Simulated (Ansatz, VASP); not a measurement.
ZnS in VASP and in Ansatz

```
Zn S
1.0
     4.17591    0.00000    0.00000
     0.00000    5.73244    0.00000
     0.00000    0.00000    5.60987
Zn S
1 1
Direct
  0.00000 0.50000 0.50000
  0.50000 0.50000 0.50000
```

Alike in both runs: task relaxation of cell and atoms; functional PBE; k mesh 8 × 6 × 6; occupations gaussian, width 0.02 eV; no spin polarisation.

```csv
,VASP,Ansatz
version,VASP 6.6.1,Ansatz 0.2.0
potentials or method,"VASP PAW PBE potentials, release 64 (Zn, S), cutoff 600 eV","scalar-relativistic, plane waves, PAW"
valence electrons in the cell,18,18
```

Ansatz gave:

| Quantity | Value |
| --- | --- |
| gap on the k mesh at the Fermi level, each at its own relaxed structure (eV) | 1.41 |
| relaxed volume (Å³/atom) | 67.14 |
| relaxed cell length with the largest relative difference (Å) | 4.176 |

Task: Estimate VASP's values.

Result: gap on the k mesh at the Fermi level, each at its own relaxed structure (eV): 1.41; relaxed volume (Å³/atom): 67.21; relaxed cell length with the largest relative difference (Å): 4.180.
